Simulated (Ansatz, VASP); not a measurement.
# In2GeO6 in VASP and in Ansatz

INCAR

```
SYSTEM = In2GeO6
PREC = Accurate ; ENCUT = 600
EDIFF = 1E-7 ; ISMEAR = 0
SIGMA = 0.1 ; LREAL = .FALSE.
LASPH = .TRUE. ; NELM = 100
ALGO = Normal ; ISIF = 3
LWAVE = .FALSE. ; LCHARG = .FALSE.
GGA = PE ; IBRION = 2
NSW = 90 ; EDIFFG = -0.04
```

Contents of KPOINTS:

```
Automatic mesh
0
G
  4 4 4
  0 0 0
```

Contents of POSCAR:

```
In2GeO6
1.0
    0.0000000000      3.8408584400      3.8408584400
    3.8408584400      0.0000000000      3.8408584400
    3.8408584400      3.8408584400      0.0000000000
In Ge O
2 1 6
Direct
    0.2500000000      0.2500000000      0.2500000000
    0.7500000000      0.7500000000      0.7500000000
    0.0000000000      0.0000000000      0.0000000000
    0.7650000000      0.2350000000      0.2350000000
    0.2350000000      0.7650000000      0.2350000000
    0.2350000000      0.7650000000      0.7650000000
    0.7650000000      0.2350000000      0.7650000000
    0.2350000000      0.2350000000      0.7650000000
    0.7650000000      0.7650000000      0.2350000000
```

Input for Ansatz:

```yaml
crystal:
  lattice:
    - [0.0, 3.84085844, 3.84085844]
    - [3.84085844, 0.0, 3.84085844]
    - [3.84085844, 3.84085844, 0.0]
  atoms:
    - { symbol: In, position: [0.25, 0.25, 0.25] }
    - { symbol: In, position: [0.75, 0.75, 0.75] }
    - { symbol: Ge, position: [0.0, 0.0, 0.0] }
    - { symbol: O, position: [0.765, 0.235, 0.235] }
    - { symbol: O, position: [0.235, 0.765, 0.235] }
    - { symbol: O, position: [0.235, 0.765, 0.765] }
    - { symbol: O, position: [0.765, 0.235, 0.765] }
    - { symbol: O, position: [0.235, 0.235, 0.765] }
    - { symbol: O, position: [0.765, 0.765, 0.235] }
basis:
  ecutwfc: 420
kpoints:
  mp_grid: { grid: [4, 4, 4] }
hamiltonian:
  xc: pbe
scf:
  occupations: { method: gaussian, width: 0.1 }
  lower_state_search: "off"
output:
  forces: true
  stress: true
  eigenvalues: true
relax:
  adjacent_minimum: "off"
  f_tol: 0.04
  max_steps: 70
  cell: { stress_tol: 0.4 }
```

Change from the starting cell: species swapped into the K2MoCl6 type (Fm-3m, No. 225).

Alike in both runs: task relaxation of cell and atoms; functional PBE; k mesh 4 × 4 × 4; occupations gaussian, width 0.1 eV; no spin polarisation.

```csv
,VASP,Ansatz
version,VASP 6.6.1,Ansatz 0.2.0
potentials or method,"VASP PAW PBE potentials, release 64 (In_d, Ge_d, O), cutoff 600 eV","scalar-relativistic, plane waves, PAW"
valence electrons in the cell,76,76
```

|  | VASP | Ansatz | Ansatz less VASP |
| --- | --- | --- | --- |
| gap on the k mesh at the Fermi level, each at its own relaxed structure (eV) | none | none | - |
| relaxed volume (Å³/atom) | 11.19 | 11.20 | +0.013 |
| relaxed length of the cell vector where the two differ most in proportion (Å) | 5.222 | 5.224 | +0.0020 |

A gap of «none» marks a metal or a gap that the smearing closes.
